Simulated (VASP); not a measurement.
H4WC16, 21 atoms in the cell. The cell holds a slab with vacuum, 21 atoms: a = 5.049 Å, b = 5.049 Å, c = 14.676 Å, α = 90.00°, β = 90.00°, γ = 60.00°. 

```yaml
Program: VASP 6.6.1
Task: single point
Functional: PBE
Potentials_or_basis: VASP PAW PBE potentials, release 64 (H, C, W_sv)
Cutoff: 520 eV
k_mesh: 3 × 3 × 1
Occupations: gaussian, width 0.02 eV
Spin: no spin polarisation
Dipole_correction: no
Further_INCAR_settings: LREAL = Auto; ALGO = Normal; EDIFF = 1e-06; NBANDS = 57
```

Potentials or basis: VASP PAW PBE potentials, release 64 (H, C, W_sv).

Command:

```bash
$ cat potpaw_PBE.64/H/POTCAR potpaw_PBE.64/C/POTCAR potpaw_PBE.64/W_sv/POTCAR > POTCAR
$ mpirun -np 1 vasp_std > vasp.out
```

Hardware: 1 thread of Intel(R) Xeon(R) Platinum 8375C CPU @ 2.90GHz (Ice Lake), on a shared host.

Q: How long does it take, and how much memory?

A: It took 3.7 min on 1 thread of Intel(R) Xeon(R) Platinum 8375C CPU @ 2.90GHz (Ice Lake) (shared host), peak memory 0.43 GiB. Counts: scf iterations 22, k points 5.
